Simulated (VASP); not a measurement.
# Pt (P2_1/m) in VASP: single point with LDA

Aim: the single point of Pt with LDA.

All numbers are computed with VASP 6.6.1; they aren't measurements. Logs are shortened: lines on timing, memory, paths and dates and some standing lists are left out, and cuts for length are marked.

## Step 1: The cell of the first run

It takes space group P2_1/m (No. 11, monoclinic). The conventional cell has a = 2.663 Å, b = 4.599 Å, c = 2.663 Å, α = 90.00°, β = 120.00°, γ = 90.00°. Within 3.5 Å of Pt (site symmetry m) lie 12 Pt at 2.66 to 2.81 Å.

## Step 2: Single point, LDA (atoms displaced along a vibrational mode, the cell strained)

INCAR

```
SYSTEM = Pt
ALGO = Fast ; EDIFF = 1E-6
ENCUT = 520 ; ISIF = 2
ISMEAR = 0 ; LASPH = .True.
LCHARG = .False. ; LREAL = .False.
LWAVE = .False. ; NBANDS = 17
NELM = 100 ; PREC = Accurate
SIGMA = 0.15
```

KPOINTS

```
k-points
0
Gamma
  18 18 10
  0 0 0
```

POSCAR

```
Pt
1.0
    2.6629672301      0.0000000000      0.0000000000
   -1.3314836150      2.3061972707      0.0000000000
    0.0000000000      0.0000000000      4.5992849577
Pt
2
Direct
    0.6490534533      0.3333333333      0.7500000000
    0.3509465467      0.6666666667      0.2500000000
```

Potentials or basis: VASP PAW LDA potentials, release 64 (Pt).

Started as:

```console
$ cat potpaw_LDA.64/Pt/POTCAR > POTCAR
$ mpirun -np 1 vasp_std > vasp.out
```

OUTCAR:

```text
SYSTEM = Pt
   EDIFF = 1E-6
   ENCUT = 520
   ISIF = 2
   ISMEAR = 0
   LASPH = .True.
   LREAL = .False.
   NELM = 100
   PREC = Accurate

 ion  position               nearest neighbor table
   1  0.649  0.333  0.750-   2 2.72   2 2.72   2 2.77   2 2.77   2 2.81   2 2.81
   2  0.351  0.667  0.250-   1 2.72   1 2.72   1 2.77   1 2.77   1 2.81   1 2.81

  LATTYP: Found a hexagonal cell.
 ALAT       =     2.6629672301
 C/A-ratio  =     1.7271278842

  Lattice vectors:

 A1 = (   2.6629672301,   0.0000000000,   0.0000000000)
 A2 = (  -1.3314836150,   2.3061972707,   0.0000000000)
 A3 = (   0.0000000000,   0.0000000000,   4.5992849577)

Analysis of symmetry for initial positions (statically):
=====================================================================
 Subroutine PRICEL returns:
 Original cell was already a primitive cell.

 Routine SETGRP: Setting up the symmetry group for a
 hexagonal supercell.

 Subroutine GETGRP returns: Found  4 space group operations
 (whereof  2 operations were pure point group operations)
 out of a pool of 24 trial point group operations.

The static configuration has the point symmetry S_2 .
 The point group associated with its full space group is C_2h.

Analysis of symmetry for dynamics (positions and initial velocities):
=====================================================================
 Subroutine PRICEL returns:
 Original cell was already a primitive cell.

 Routine SETGRP: Setting up the symmetry group for a
 hexagonal supercell.

 Subroutine GETGRP returns: Found  4 space group operations
 (whereof  2 operations were pure point group operations)
 out of a pool of 24 trial point group operations.

The dynamic configuration has the point symmetry S_2 .
 The point group associated with its full space group is C_2h.

 Subroutine INISYM returns: Found  4 space group operations
 (whereof  2 operations are pure point group operations),
 and found     1 'primitive' translations

----------------------------------------------------------------------------------------

                                     Primitive cell

  volume of cell :      28.2457

  direct lattice vectors                    reciprocal lattice vectors
     2.662967230  0.000000000  0.000000000     0.375520956  0.216807125  0.000000000
    -1.331483615  2.306197271  0.000000000     0.000000000  0.433614250  0.000000000
     0.000000000  0.000000000  4.599284958     0.000000000  0.000000000  0.217425102

  length of vectors
     2.662967230  2.662967230  4.599284958     0.433614250  0.433614250  0.217425102

  position of ions in fractional coordinates (direct lattice)
     0.649053453  0.333333333  0.750000000
     0.350946547  0.666666667  0.250000000

  ion indices of the primitive-cell ions
   primitive index   ion index
                 1           1
                 2           2

----------------------------------------------------------------------------------------

 KPOINTS: k-points

Automatic generation of k-mesh.
 Grid dimensions read from file:
 generate k-points for:   18   18   10

 Generating k-lattice:

  Cartesian coordinates                     Fractional coordinates (reciprocal lattice)
     0.020862275  0.012044840  0.000000000     0.055555556 -0.000000000  0.000000000
     0.000000000  0.024089681  0.000000000     0.000000000  0.055555556  0.000000000
     0.000000000  0.000000000  0.021742510     0.000000000  0.000000000  0.100000000

  Length of vectors
     0.024089681  0.024089681  0.021742510

  Shift w.r.t. Gamma in fractional coordinates (k-lattice)
     0.000000000  0.000000000  0.000000000

 Subroutine IBZKPT returns following result:
 ===========================================

 Found    984 irreducible k-points:

 Following reciprocal coordinates:
            Coordinates               Weight
  0.000000  0.000000  0.000000      1.000000
  0.055556  0.000000  0.000000      2.000000
  0.000000  0.055556  0.000000      2.000000
 -0.055556  0.055556  0.000000      2.000000
  0.111111  0.000000  0.000000      2.000000
  0.000000  0.111111  0.000000      2.000000
[... 16 lines left out ...]
  0.444444  0.000000  0.000000      2.000000
  0.000000  0.444444  0.000000      2.000000
 [... further k-points ...]
   k-points           NKPTS =    984   k-points in BZ     NKDIM =    984   number of bands    NBANDS=     17
   number of dos      NEDOS =    301   number of ions     NIONS =      2
   total plane-waves  NPLWV =  14400
   dimension x,y,z NGX =    20 NGY =   20 NGZ =   36
   dimension x,y,z NGXF=    40 NGYF=   40 NGZF=   72
   ions per type =               2
   NGX,Y,Z   is equivalent  to a cutoff of  12.49, 12.49, 13.01 a.u.
   NGXF,Y,Z  is equivalent  to a cutoff of  24.97, 24.97, 26.03 a.u.
 SYSTEM =  Pt
   PREC   = accura    normal or accurate (medium, high low for compatibility)
   ISTART =      0    job   : 0-new  1-cont  2-samecut
   ICHARG =      2    charge: 1-file 2-atom 10-const
   ISPIN  =      1    spin polarized calculation?
   LNONCOLLINEAR =      F non collinear calculations
   LSORBIT =      F    spin-orbit coupling
   LASPH  =      T    aspherical Exc in radial PAW
   ENCUT  =  520.0 eV  38.22 Ry    6.18 a.u.   4.95  4.95  8.55*2*pi/ulx,y,z
   NELM   =    100;   NELMIN=  2; NELMDL= -5     # of ELM steps
   EDIFF  = 0.1E-05   stopping-criterion for ELM
   LREAL  =      F    real-space projection
[... 7 lines left out ...]
   TEBEG  =    0.0;   TEEND  =   0.0 temperature during run
   PSTRESS=    0.0 pullay stress
   NELECT =      20.0000    total number of electrons
   NUPDOWN=      -1.0000    fix difference up-down
   EMIN   =  10.00;   EMAX   =-10.00  energy-range for DOS
   EFERMI =   0.00;   METHOD = LEGACY
   ISMEAR =     0;   SIGMA  =   0.15  broadening in eV -4-tet -1-fermi 0-gaus
   EFERMI_NEDOS =   21; number of points for ismear=-14 and -15
   IALGO  =     68    algorithm
   IMIX   =      4    mixing-type and parameters
     AMIX     =   0.40;   BMIX     =  1.00
     AMIX_MAG =   1.60;   BMIX_MAG =  1.00
  volume/ion in A,a.u.               =      14.12        95.31
  Fermi-wavevector in a.u.,A,eV,Ry     =   1.459152  2.757398 28.968511  2.129126
  Thomas-Fermi vector in A             =   2.575753
   LORBIT       =      0    0 simple, 1 ext, 2 COOP (PROOUT), +10 PAW based schemes
   GGA     = CA    functional components
   LHFCALC =     F    Hartree Fock is set to
   AEXX    =    0.0000 exact exchange contribution
   IVDW    =     0    specifies the selected vdW correction
   LEPSILON=     F    determine dielectric tensor
   LRPA    =     F    only Hartree local field effects (RPA)
 non-spin polarized calculation
 RMM-DIIS sequential band-by-band and
 Gauss-broadening in eV      SIGMA  =   0.15
  energy-cutoff  :      520.00
  volume of cell :       28.25
 maximum number of plane-waves:       780
   NGX =  9   NGY =  9   NGZ = 17

 number of electron      19.9999999 magnetization

 Free energy of the ion-electron system (eV)
  ---------------------------------------------------
  ext. energy  EPLUGINS =         0.00000000
  ---------------------------------------------------
  free energy    TOTEN  =       -14.81388901 eV

  energy without entropy =      -14.77871923  energy(sigma->0) =      -14.79630412

 E-fermi :  12.4408     XC(G=0): -14.0662

 val. band max:       12.4390833506   @ k =   0.4444   0.4444   0.0000
 cond. band min:      12.4414850158   @ k =  -0.4444   0.3889   0.0000
 fundamental gap:      0.0024016652
 Fermi energy:        12.4408054244

 k-point     1 :       0.0000    0.0000    0.0000
  band No.  band energies     occupation
      1       1.4609      2.00000
      2       4.1981      2.00000
      3       7.6871      2.00000
      4       8.2814      2.00000
      5       8.3702      2.00000
      6       8.7253      2.00000
[... 9 lines left out ...]
     16      29.6121      0.00000
     17      34.2778      0.00000

 k-point     2 :       0.0556    0.0000    0.0000
  band No.  band energies     occupation
      1       1.5855      2.00000
      2       4.3125      2.00000
      3       7.6870      2.00000
      4       8.3450      2.00000
      5       8.3939      2.00000
      6       8.6602      2.00000
[... 9 lines left out ...]
     16      29.8022      0.00000
     17      33.6726      0.00000

 k-point     3 :       0.0000    0.0556    0.0000
  band No.  band energies     occupation
      1       1.5861      2.00000
      2       4.3153      2.00000
      3       7.6807      2.00000
      4       8.2937      2.00000
      5       8.4421      2.00000
      6       8.6933      2.00000
[... 9 lines left out ...]
     16      29.8235      0.00000
     17      33.5128      0.00000

 k-point     4 :      -0.0556    0.0556    0.0000
  band No.  band energies     occupation
      1       1.5866      2.00000
      2       4.3175      2.00000
      3       7.6708      2.00000
      4       8.2677      2.00000
      5       8.4657      2.00000
      6       8.7786      2.00000
[... 9 lines left out ...]
     16      29.8388      0.00000
     17      33.5696      0.00000

 k-point     5 :       0.1111    0.0000    0.0000
  band No.  band energies     occupation
      1       1.9484      2.00000
      2       4.6324      2.00000
      3       7.6192      2.00000
      4       8.4048      2.00000
      5       8.4771      2.00000
      6       8.6867      2.00000
[... 9 lines left out ...]
     16      30.1803      0.00000
     17      32.5779      0.00000

 k-point     6 :       0.0000    0.1111    0.0000
  band No.  band energies     occupation
      1       1.9513      2.00000
      2       4.6452      2.00000
      3       7.5910      2.00000
      4       8.3086      2.00000
      5       8.5791      2.00000
      6       8.7316      2.00000
[... 9 lines left out ...]
     16      30.3242      0.00000
     17      32.2492      0.00000
[... 281 lines left out ...]
 k-point    21 :       0.0000    0.3889    0.0000
  band No.  band energies     occupation
      1       4.7943      2.00000
      2       5.1117      2.00000
      3       5.9514      2.00000
      4       8.1913      2.00000
      5       8.5567      2.00000
      6       8.8462      2.00000
[... 9 lines left out ...]
     16      26.5062      0.00000
     17      26.6760      0.00000

 k-point    22 :      -0.3889    0.3889    0.0000
  band No.  band energies     occupation
      1       4.8546      2.00000
      2       5.1731      2.00000
      3       6.0950      2.00000
      4       8.0779      2.00000
      5       8.2866      2.00000
      6       8.8592      2.00000
[... 9 lines left out ...]
     16      26.3967      0.00000
     17      26.4022      0.00000

 k-point    23 :       0.4444    0.0000    0.0000
  band No.  band energies     occupation
      1       4.7901      2.00000
      2       4.9045      2.00000
      3       5.5769      2.00000
      4       8.6011      2.00000
      5       8.7106      2.00000
      6       8.7780      2.00000
[... 9 lines left out ...]
     16      25.0693      0.00000
     17      26.4680      0.00000

 k-point    24 :       0.0000    0.4444    0.0000
  band No.  band energies     occupation
      1       4.8440      2.00000
      2       5.0083      2.00000
      3       5.7098      2.00000
      4       8.4211      2.00000
      5       8.6439      2.00000
      6       8.7309      2.00000
[... 9 lines left out ...]
     16      25.1207      0.00000
     17      26.2318      0.00000

 [... further k-points ...]
[... 5 lines left out ...]
  --------------------------------------------------------------------------------------
  -------------------------------------------------------------------------------------
  Total        3.4789495      3.4029770      2.9882776     -0.1019851      0.0000000      0.0000000
  in kB      197.3359074    193.0265323    169.5035990     -5.7848860      0.0000000      0.0000000
  external PRESSURE =     186.6220129 kB  Pullay stress =       0.0000000 kB

 VOLUME and BASIS-vectors are now :
 -----------------------------------------------------------------------------
  energy-cutoff  :      520.00
  volume of cell :       28.25
      direct lattice vectors                 reciprocal lattice vectors
     2.662967230  0.000000000  0.000000000     0.375520956  0.216807125  0.000000000
    -1.331483615  2.306197271  0.000000000     0.000000000  0.433614250  0.000000000
     0.000000000  0.000000000  4.599284958     0.000000000  0.000000000  0.217425102

 POSITION                                       TOTAL-FORCE (eV/Angst)
 -----------------------------------------------------------------------------------
      1.28458      0.76873      3.44946         0.010812     -0.035506      0.000000
      0.04690      1.53746      1.14982        -0.010812      0.035506      0.000000
 -----------------------------------------------------------------------------------
    total drift:                               -0.000000      0.000000     -0.000000

  FREE ENERGIE OF THE ION-ELECTRON SYSTEM (eV)
  ---------------------------------------------------
  free  energy   TOTEN  =       -14.8138890071 eV

  energy  without entropy=      -14.7787192317  energy(sigma->0) =      -14.79630412
```

Wall time 11 min (1 thread of Intel Xeon 8259CL, shared host); peak memory 0.47 GiB.

What came out:

```yaml
Free_energy: -14.8139 eV
Pressure: 18.7 GPa
Largest_force: 0.037 eV/Å
Band_gap_on_the_k_mesh: zero (bands 10 and 11 overlap by 1.54 eV)
```

Forces in eV/Å, atoms in the order of the input:
```
Pt   0.011 -0.036  0.000
Pt  -0.011  0.036  0.000
```

Caveat: the cell differs from its parent crystal (atoms displaced along a vibrational mode, the cell strained); the cell stands under pressure; spin-orbit coupling is left out, which moves the levels of the heavy elements.
